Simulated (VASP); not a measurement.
The system is WS2.

```
W S
1.0
     4.02671    0.00000    0.00000
    -2.01336    3.48724    0.00000
     0.00000    0.00000    6.18991
W S
1 2
Direct
  0.00000 0.00000 0.00000
  0.33333 0.66667 0.26433
  0.66667 0.33333 0.73567
```

* Program: VASP 6.6.1
* Task: relaxation of cell and atoms
* Functional: PBE
* Dispersion: D3(BJ)
* Potentials or basis: VASP PAW PBE potentials, release 64 (W_sv, S)
* Cutoff: 600 eV
* k mesh: 6 × 6 × 4
* Occupations: fermi-dirac, width 0.02 eV
* Spin: no spin polarisation

At the start: pressure -25.3 GPa; volume 28.97 Å³/atom.

Task: Where does the relaxation end?

Result: Over 18 steps the energy falls by 1526.6 meV/atom and the volume is 17.42 Å³/atom (-39.9 %); space group P-3m1 (No. 164, to 0.05 Å).

The path:
```
step  energy change (eV)  largest force (eV/Å)  pressure (GPa)  volume (Å³)
   1              0.0000                3.1071          -25.32        86.92
   2             -0.3894               10.7215           97.75        41.01
   3             -4.1663                0.6250           -5.38        57.11
   4             -4.1944                0.9871           -2.50        56.02
   5             -4.2000                1.2154           -0.63        55.37
   6             -4.4958                0.6493           -0.07        53.37
   7             -4.5783                0.0789            0.54        51.82
   8             -4.5788                0.0160            0.63        51.66
   9             -4.5788                0.0469            0.59        51.74
  10             -4.5775                0.1558           -1.29        52.31
  11             -4.5791                0.0179           -0.01        51.92
  12             -4.5794                0.0260            0.01        51.93
  13             -4.5795                0.0437            0.03        51.95
  14             -4.5797                0.0139            0.19        51.99
  15             -4.5797                0.0132            0.34        52.02
  16             -4.5798                0.0110            0.28        52.07
  17             -4.5799                0.0039            0.07        52.21
  18             -4.5799                0.0023            0.03        52.25
```

Final structure:
```cif
data_structure
_symmetry_space_group_name_H-M 'P 1'
_symmetry_Int_Tables_number 1
_cell_length_a 3.1898
_cell_length_b 3.1898
_cell_length_c 5.9301
_cell_angle_alpha 90.000
_cell_angle_beta 90.000
_cell_angle_gamma 120.000
_cell_volume 52.25
loop_
_atom_site_label
_atom_site_type_symbol
_atom_site_fract_x
_atom_site_fract_y
_atom_site_fract_z
_atom_site_occupancy
W1 W 0.00000 0.00000 0.00000 1
S1 S 0.33333 0.66667 0.26450 1
S2 S 0.66667 0.33333 0.73550 1
```

Caveat: the volume moved by over 15 % at a fixed basis, so the end points are rough.
